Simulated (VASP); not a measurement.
Write the native input for VASP 6.6.1 that does the following.

| Item | Value |
| --- | --- |
| Task | single point |
| Functional | PBEsol |
| Potentials or basis | VASP PAW PBE potentials, release 64 (Al) |
| Cutoff | 520 eV |
| k mesh | 10 × 10 × 10 |
| Occupations | gaussian, width 0.15 eV |
| Spin | no spin polarisation |
| Dipole correction | no |
| Further INCAR settings | ALGO = Fast; EDIFF = 1e-07; NBANDS = 22 |

The structure of Al lies in POSCAR:

```
Al
1.0
    3.2126361663      3.2126361663      3.2126361663
   -3.2126361663     -3.2126361663      3.2126361663
    3.2126361663     -3.2126361663     -3.2126361663
Al
8
Direct
   -0.1820934490      0.5728373796      0.3907439306
    0.0000000000      0.0000000000      0.5000000000
    0.0000000000      0.5000000000      0.0000000000
    0.0000000000      0.0000000000      0.0000000000
    0.5000000000      0.5000000000      0.5000000000
    0.5000000000      0.0000000000      0.5000000000
    0.5000000000      0.5000000000      0.0000000000
    0.5000000000      0.0000000000      0.0000000000
```

This cell differs from its parent crystal: atom 1 (Al) moved by -1.170 Å along [1 0 0] and -0.468 Å along [0 1 0].

One way to write it, as run:

INCAR

```
ALGO = Fast ; EDIFF = 1E-7
ENCUT = 520 ; GGA = PS
ISIF = 2 ; ISMEAR = 0
LASPH = True ; LCHARG = False
LREAL = False ; LWAVE = False
NBANDS = 22 ; NELM = 60
PREC = Accurate ; SIGMA = 0.15
```

KPOINTS

```
k-points
0
Gamma
  10 10 10
```

Potentials or basis: VASP PAW PBE potentials, release 64 (Al).

Command:

```console
$ cat potpaw_PBE.64/Al/POTCAR > POTCAR
$ mpirun -np 1 vasp_std > vasp.out
```

It gave:

```
Pressure               : 15.7 GPa
Largest force          : 11.291 eV/Å
Band gap on the k mesh : zero (bands 12 and 13 overlap by 3.16 eV)
```

Caveat: the cell differs from its parent crystal (atom 1 (Al) moved by -1.170 Å along [1 0 0] and -0.468 Å along [0 1 0]); the stress differs along the axes, from 12 to 22 GPa; the PAW data sets were made with another functional, which shifts forces and pressure a little.

Wall time 25 min on 1 thread of Intel(R) Xeon(R) Platinum 8488C (Sapphire Rapids), with other jobs on the host, peak memory 0.65 GiB.
